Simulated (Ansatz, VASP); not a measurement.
Two plane-wave programs on ZrSi2O6

```
Zr Si O
1.0
     2.60598   -4.98067    0.00000
     2.60598    4.98067    0.00000
     0.00000    0.00000    6.04030
Zr Si O
1 2 6
Direct
  0.50000 0.50000 0.50000
  0.00000 0.50000 0.84476
  0.50000 0.00000 0.15524
  0.82337 0.58743 0.68961
  0.22327 0.77673 0.00000
  0.58743 0.82337 0.31039
  0.17663 0.41257 0.68961
  0.77673 0.22327 0.00000
  0.41257 0.17663 0.31039
```

Alike in both runs: functional PBE; k mesh 6 × 6 × 4; occupations gaussian, width 0.02 eV; no spin polarisation.

Ansatz relaxed the structure, and its values are those at the end. VASP's run is a single point on that final structure, the one shown.

|  | VASP | Ansatz |
| --- | --- | --- |
| version | VASP 6.6.1 | Ansatz 0.2.0 |
| potentials or method | VASP PAW PBE potentials, release 64 (Zr_sv, Si, O), cutoff 520 eV | scalar-relativistic, plane waves, PAW |
| valence electrons in the cell | 56 | 56 |

```tsv
	VASP	Ansatz	Ansatz less VASP
gap on the k mesh at the Fermi level (eV)	5.05	5.05	-0.001
least direct gap on the mesh (eV)	5.28	5.28	-0.001
pressure (GPa)	0.2	0.0	-0.15
rms of the force components (eV/Å)	0.008	0.002	-0.0059
```

The functional is the same, so the differences come from potentials, cutoffs and numerics.
